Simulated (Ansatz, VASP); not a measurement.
# Two plane-wave programs on HgTe

```
CELL_PARAMETERS angstrom
0.00000 3.18382 3.18382
3.18382 0.00000 3.18382
3.18382 3.18382 0.00000
ATOMIC_POSITIONS crystal
Hg 0.00000 0.00000 0.00000
Te 0.25000 0.25000 0.25000
```

Alike in both runs: task single point; functional r2SCAN; k mesh 12 × 12 × 12; occupations gaussian, width 0.1 eV; no spin polarisation.

|  | VASP | Ansatz |
| --- | --- | --- |
| version | VASP 6.6.1 | Ansatz 0.2.0 |
| potentials or method | VASP PAW PBE potentials, release 64 (Hg, Te), cutoff 520 eV | scalar-relativistic, plane waves, PAW |
| valence electrons in the cell | 18 | 36 |

|  | VASP | Ansatz | Ansatz less VASP |
| --- | --- | --- | --- |
| gap on the k mesh at the Fermi level (eV) | none | none | - |
| pressure (GPa) | 5.0 | 4.9 | -0.09 |

VASP's potentials were made for PBE, not for r2SCAN. A gap of «none» marks a metal or a gap that the smearing closes. The functional is the same, so the differences come from potentials, cutoffs and numerics. VASP's potentials hold 18 valence electrons a cell and Ansatz's 36, so a difference there can come from the potentials and not from the codes.

Spin-orbit coupling is off throughout.
